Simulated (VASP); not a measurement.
# Ti (P6_3/mmc) in VASP: notebook

Ti is run at these levels: PBEsol-based global hybrid with 25 % exact exchange, LDA; tasks: single point, relaxation of cell and atoms.

Program: VASP 6.6.1. These are calculated values, not measurements. Logs are shortened: lines on timing, memory, paths and dates and some standing lists are left out, and cuts for length are marked.

## (1) The cell of the first run

It takes space group P6_3/mmc (No. 194, hexagonal). The conventional cell has a = 2.989 Å, b = 2.989 Å, c = 4.742 Å, α = 90.00°, β = 90.00°, γ = 120.00°. Within 3.9 Å of Ti (site symmetry -6m2) lie 12 Ti at 2.93 to 2.99 Å.

## (2) Single point, PBEsol-based global hybrid with 25 % exact exchange

The input, POSCAR:

```
Ti
1.0
    2.9888202413      0.0000000000      0.0000000000
   -1.4944101206      2.5883942563      0.0000000000
    0.0000000000      0.0000000000      4.7415860099
Ti
2
Direct
    0.6666666667      0.3333333333      0.7500000000
    0.3333333333      0.6666666667      0.2500000000
```

The input, INCAR.step1:

```
PREC     = Accurate       # precision mode
ENCUT    = 520            # plane-wave cutoff, eV
EDIFF    = 1E-5           # SCF threshold, eV
ISMEAR   = -1             # smearing method
SIGMA    = 0.05           # smearing width, eV
LREAL    = False          # projectors in reciprocal space
LASPH    = True           # aspherical terms in the spheres
NELM     = 60             # most SCF steps
ALGO     = Normal         # electronic algorithm
ISIF     = 2              # what is computed and relaxed
LWAVE    = True           # write WAVECAR
NBANDS   = 19             # bands
GGA      = PE             # functional
```

The input, INCAR.step2:

```
PREC     = Accurate       # precision mode
ENCUT    = 520            # plane-wave cutoff, eV
EDIFF    = 1E-6           # SCF threshold, eV
ISMEAR   = -1             # smearing method
SIGMA    = 0.05           # smearing width, eV
LREAL    = False          # projectors in reciprocal space
LASPH    = True           # aspherical terms in the spheres
NELM     = 60             # most SCF steps
ALGO     = Normal         # electronic algorithm
ISIF     = 2              # what is computed and relaxed
LWAVE    = False          # write WAVECAR
LCHARG   = True           # write CHGCAR
GGA      = PS             # functional
LHFCALC  = True           # exact exchange
AEXX     = 0.25           # exact-exchange fraction
PRECFOCK = Normal       
LELF     = True           # ELF
LVHAR    = True         
NBANDS   = 19             # bands
ISTART   = 1
```

The input, KPOINTS:

```
Automatic mesh
0
Gamma
  5 5 3
```

Potentials or basis: VASP PAW PBE potentials, release 64 (Ti_sv).

The run is started by

```bash
$ cat potpaw_PBE.64/Ti_sv/POTCAR > POTCAR
$ cp INCAR.step1 INCAR
$ mpirun -np 1 vasp_std > vasp.out
$ cp INCAR.step2 INCAR
$ mpirun -np 1 vasp_std > vasp.out
```

OUTCAR:

```text
PREC = Accurate
   ENCUT = 520
   EDIFF = 1E-6
   ISMEAR = -1
   LREAL = False
   LASPH = True
   NELM = 60
   ISIF = 2
   GGA = PS
   LHFCALC = True
   AEXX = 0.25
   PRECFOCK = Normal
   ISTART = 1

 ion  position               nearest neighbor table
   1  0.667  0.333  0.750-
   2  0.333  0.667  0.250-

  LATTYP: Found a hexagonal cell.
 ALAT       =     2.9888202413
 C/A-ratio  =     1.5864406780

  Lattice vectors:

 A1 = (   2.9888202413,   0.0000000000,   0.0000000000)
 A2 = (  -1.4944101206,   2.5883942563,   0.0000000000)
 A3 = (   0.0000000000,   0.0000000000,   4.7415860099)

Analysis of symmetry for initial positions (statically):
=====================================================================
 Subroutine PRICEL returns:
 Original cell was already a primitive cell.

 Routine SETGRP: Setting up the symmetry group for a
 hexagonal supercell.

 Subroutine GETGRP returns: Found 24 space group operations
 (whereof 12 operations were pure point group operations)
 out of a pool of 24 trial point group operations.

The static configuration has the point symmetry D_3d.
 The point group associated with its full space group is D_6h.

Analysis of symmetry for dynamics (positions and initial velocities):
=====================================================================
 Subroutine PRICEL returns:
 Original cell was already a primitive cell.

 Routine SETGRP: Setting up the symmetry group for a
 hexagonal supercell.

 Subroutine GETGRP returns: Found 24 space group operations
 (whereof 12 operations were pure point group operations)
 out of a pool of 24 trial point group operations.

The dynamic configuration has the point symmetry D_3d.
 The point group associated with its full space group is D_6h.

 Subroutine INISYM returns: Found 24 space group operations
 (whereof 12 operations are pure point group operations),
 and found     1 'primitive' translations

----------------------------------------------------------------------------------------

                                     Primitive cell

  volume of cell :      36.6821

  direct lattice vectors                    reciprocal lattice vectors
     2.988820241  0.000000000  0.000000000     0.334580175  0.193169954  0.000000000
    -1.494410121  2.588394256  0.000000000     0.000000000  0.386339908  0.000000000
     0.000000000  0.000000000  4.741586010     0.000000000  0.000000000  0.210899897

  length of vectors
     2.988820241  2.988820241  4.741586010     0.386339908  0.386339908  0.210899897

  position of ions in fractional coordinates (direct lattice)
     0.666666667  0.333333333  0.750000000
     0.333333333  0.666666667  0.250000000

  ion indices of the primitive-cell ions
   primitive index   ion index
                 1           1
                 2           2

----------------------------------------------------------------------------------------

 KPOINTS: Automatic mesh

Automatic generation of k-mesh.
 Grid dimensions read from file:
 generate k-points for:    5    5    3

 Generating k-lattice:

  Cartesian coordinates                     Fractional coordinates (reciprocal lattice)
     0.066916035  0.038633991  0.000000000     0.200000000 -0.000000000  0.000000000
     0.000000000  0.077267982  0.000000000     0.000000000  0.200000000  0.000000000
     0.000000000  0.000000000  0.070299966     0.000000000  0.000000000  0.333333333

  Length of vectors
     0.077267982  0.077267982  0.070299966

  Shift w.r.t. Gamma in fractional coordinates (k-lattice)
     0.000000000  0.000000000  0.000000000

 Subroutine IBZKPT returns following result:
 ===========================================

 Found     10 irreducible k-points:

 Following reciprocal coordinates:
            Coordinates               Weight
  0.000000  0.000000  0.000000      1.000000
  0.200000  0.000000  0.000000      6.000000
  0.400000  0.000000  0.000000      6.000000
  0.200000  0.200000  0.000000      6.000000
  0.400000  0.200000  0.000000      6.000000
  0.000000  0.000000  0.333333      2.000000
  0.200000  0.000000  0.333333     12.000000
  0.400000  0.000000  0.333333     12.000000
  0.200000  0.200000  0.333333     12.000000
  0.400000  0.200000  0.333333     12.000000
   k-points           NKPTS =     10   k-points in BZ     NKDIM =     75   number of bands    NBANDS=     19
   number of dos      NEDOS =    301   number of ions     NIONS =      2
   total plane-waves  NPLWV =  20736
   dimension x,y,z NGX =    24 NGY =   24 NGZ =   36
   dimension x,y,z NGXF=    48 NGYF=   48 NGZF=   72
   ions per type =               2
   NGX,Y,Z   is equivalent  to a cutoff of  13.35, 13.35, 12.62 a.u.
   NGXF,Y,Z  is equivalent  to a cutoff of  26.70, 26.70, 25.24 a.u.
 SYSTEM =  unknown system
   PREC   = accura    normal or accurate (medium, high low for compatibility)
   ISTART =      1    job   : 0-new  1-cont  2-samecut
   ICHARG =      0    charge: 1-file 2-atom 10-const
   ISPIN  =      1    spin polarized calculation?
   LNONCOLLINEAR =      F non collinear calculations
   LSORBIT =      F    spin-orbit coupling
   LASPH  =      T    aspherical Exc in radial PAW
   ENCUT  =  520.0 eV  38.22 Ry    6.18 a.u.   5.56  5.56  8.82*2*pi/ulx,y,z
   NELM   =     60;   NELMIN=  2; NELMDL=  0     # of ELM steps
   EDIFF  = 0.1E-05   stopping-criterion for ELM
   LREAL  =      F    real-space projection
   EDIFFG = 0.1E-04   stopping-criterion for IOM
   NSW    =      0    number of steps for IOM
   IBRION =     -1    ionic relax: 0-MD 1-quasi-New 2-CG
   NFREE  =      0    steps in history (QN), initial steepest desc. (CG)
   ISIF   =      2    stress and relaxation
   ISYM   =      3    0-nonsym 1-usesym 2-fastsym
   POTIM  = 0.5000    time-step for ionic-motion
   TEBEG  =    0.0;   TEEND  =   0.0 temperature during run
   PSTRESS=    0.0 pullay stress
   NELECT =      24.0000    total number of electrons
   NUPDOWN=      -1.0000    fix difference up-down
   EMIN   =  10.00;   EMAX   =-10.00  energy-range for DOS
   EFERMI =   0.00;   METHOD = LEGACY
   ISMEAR =    -1;   SIGMA  =   0.05  broadening in eV -4-tet -1-fermi 0-gaus
   EFERMI_NEDOS =   21; number of points for ismear=-14 and -15
   IALGO  =     38    algorithm
   IMIX   =      1    mixing-type and parameters
     AMIX     =   0.40;   BMIX     =  1.00
     AMIX_MAG =   1.60;   BMIX_MAG =  1.00
  volume/ion in A,a.u.               =      18.34       123.77
  Fermi-wavevector in a.u.,A,eV,Ry     =   1.421218  2.685712 27.481863  2.019860
  Thomas-Fermi vector in A             =   2.542051
   LORBIT       =      0    0 simple, 1 ext, 2 COOP (PROOUT), +10 PAW based schemes
   GGA     = PS    functional components
   LHFCALC =     T    Hartree Fock is set to
   PRECFOCK=normal    Normal, Fast or Accurate (Low or Medium for compatibility)
   ENCUT4O =  -1.0   cutoff for four orbital integrals eV
   NKREDX  =     1    reduce k-point grid by
   NKREDY  =     1    reduce k-point grid by
   NKREDZ  =     1    reduce k-point grid by
   AEXX    =    0.2500 exact exchange contribution
   HFSCREEN=    0.0000 screening length (either q_TF or 0.3 A-1)
   HFSCREENC=   0.0000 screening length for correlation (either q_TF or 0.3 A-1)
   ENCUTFOCK=  -1.0 apply spherical cutoff to Coloumb kernel
   IVDW    =     0    specifies the selected vdW correction
   LEPSILON=     F    determine dielectric tensor
   LRPA    =     F    only Hartree local field effects (RPA)
 non-spin polarized calculation
  energy-cutoff  :      520.00
  volume of cell :       36.68
 maximum number of plane-waves:      1020
 NGX is ok and might be reduce to    24
  NGX = 18; NGY = 18; NGZ = 28

 number of electron      23.9999999 magnetization

 Free energy of the ion-electron system (eV)
  ---------------------------------------------------
  ext. energy  EPLUGINS =         0.00000000
  ---------------------------------------------------
  free energy    TOTEN  =       -21.53484450 eV

  energy without entropy =      -21.52457381  energy(sigma->0) =      -21.52970915

 E-fermi :   7.9219     XC(G=0):  -8.9769

 val. band max:        7.5148930386   @ k =   0.4000   0.2000   0.3333
 cond. band min:       7.9565808109   @ k =   0.2000   0.0000   0.3333
 fundamental gap:      0.4416877723
 Fermi energy:         7.9219203804

 k-point     1 :       0.0000    0.0000    0.0000
  band No.  band energies     occupation
      1     -54.4515      2.00000
      2     -54.3317      2.00000
      3     -29.4353      2.00000
      4     -28.8247      2.00000
      5     -28.8247      2.00000
      6     -28.7783      2.00000
[... 11 lines left out ...]
     18      10.4361      0.00000
     19      11.8774      0.00000

 k-point     2 :       0.2000    0.0000    0.0000
  band No.  band energies     occupation
      1     -54.4196      2.00000
      2     -54.3203      2.00000
      3     -29.3534      2.00000
      4     -28.9754      2.00000
      5     -28.8895      2.00000
      6     -28.8690      2.00000
[... 11 lines left out ...]
     18      10.5854      0.00000
     19      12.1617      0.00000

 k-point     3 :       0.4000    0.0000    0.0000
  band No.  band energies     occupation
      1     -54.3604      2.00000
      2     -54.3089      2.00000
      3     -29.2318      2.00000
      4     -29.1822      2.00000
      5     -29.1138      2.00000
      6     -28.9359      2.00000
[... 11 lines left out ...]
     18      11.9330      0.00000
     19      12.3739      0.00000

 k-point     4 :       0.2000    0.2000    0.0000
  band No.  band energies     occupation
      1     -54.3733      2.00000
      2     -54.3095      2.00000
      3     -29.2238      2.00000
      4     -29.1118      2.00000
      5     -29.0909      2.00000
      6     -28.9271      2.00000
[... 99 lines left out ...]
     18      11.8472      0.00000
     19      12.1114      0.00000

 k-point     9 :       0.2000    0.2000    0.3333
  band No.  band energies     occupation
      1     -54.3573      2.00000
      2     -54.3254      2.00000
      3     -29.2607      2.00000
      4     -29.1813      2.00000
      5     -28.9691      2.00000
      6     -28.9593      2.00000
[... 11 lines left out ...]
     18      11.9126      0.00000
     19      12.3080      0.00000

 k-point    10 :       0.4000    0.2000    0.3333
  band No.  band energies     occupation
      1     -54.3295      2.00000
      2     -54.3177      2.00000
      3     -29.2890      2.00000
      4     -29.2397      2.00000
      5     -29.0596      2.00000
      6     -28.9664      2.00000
[... 11 lines left out ...]
     18      12.0803      0.00000
     19      13.7258      0.00000

------------------------ aborting loop because EDIFF is reached ----------------------------------------

  FORCE on cell =-STRESS in cart. coord.  units (eV):
  Direction    XX          YY          ZZ          XY          YZ          ZX
  --------------------------------------------------------------------------------------
  -------------------------------------------------------------------------------------
  Total       -2.4883596     -2.4883596     -3.0425033     -0.0000000     -0.0000000      0.0000000
  in kB     -108.6850663   -108.6850663   -132.8886156     -0.0000000     -0.0000000      0.0000000
  external PRESSURE =    -116.7529161 kB  Pullay stress =       0.0000000 kB

 VOLUME and BASIS-vectors are now :
 -----------------------------------------------------------------------------
  energy-cutoff  :      520.00
  volume of cell :       36.68
      direct lattice vectors                 reciprocal lattice vectors
     2.988820241  0.000000000  0.000000000     0.334580175  0.193169954  0.000000000
    -1.494410121  2.588394256  0.000000000     0.000000000  0.386339908  0.000000000
     0.000000000  0.000000000  4.741586010     0.000000000  0.000000000  0.210899897

 POSITION                                       TOTAL-FORCE (eV/Angst)
 -----------------------------------------------------------------------------------
      1.49441      0.86280      3.55619         0.000000      0.000000      0.000000
     -0.00000      1.72560      1.18540        -0.000000     -0.000000      0.000000
 -----------------------------------------------------------------------------------
    total drift:                                0.000001     -0.000000      0.000004

  FREE ENERGIE OF THE ION-ELECTRON SYSTEM (eV)
  ---------------------------------------------------
  free  energy   TOTEN  =       -21.5348444967 eV

  energy  without entropy=      -21.5245738123  energy(sigma->0) =      -21.52970915
```

It took 19 min on 1 thread of Intel Xeon Platinum 8259CL at 2.50GHz (Skylake/Cascade Lake), shared host; peak memory 0.16 GiB.

What came out:

```
Free energy            : -21.5348 eV
Pressure               : -11.7 GPa
Band gap on the k mesh : zero (bands 12 and 13 overlap by 1.73 eV)
```

Levels at points of the mesh, in eV from the Fermi level:
```csv
k point,band 8,band 9,band 10,band 11,band 12,band 13,band 14,band 15,band 16,band 17
"(0.00, 0.00, 0.00)",-36.66,-7.98,-3.79,0.32,1.32,1.32,1.55,2.00,2.00,2.51
```

Caveat: the k points lie up to 0.49 Å⁻¹ apart, too coarse for converged energies and pressures of a metal; the PAW data sets were made with another functional, which shifts forces and pressure a little.

(Part 1 of 2 ends here.)

The gap in the log of VASP goes by the Fermi energy; the results here count the filled bands.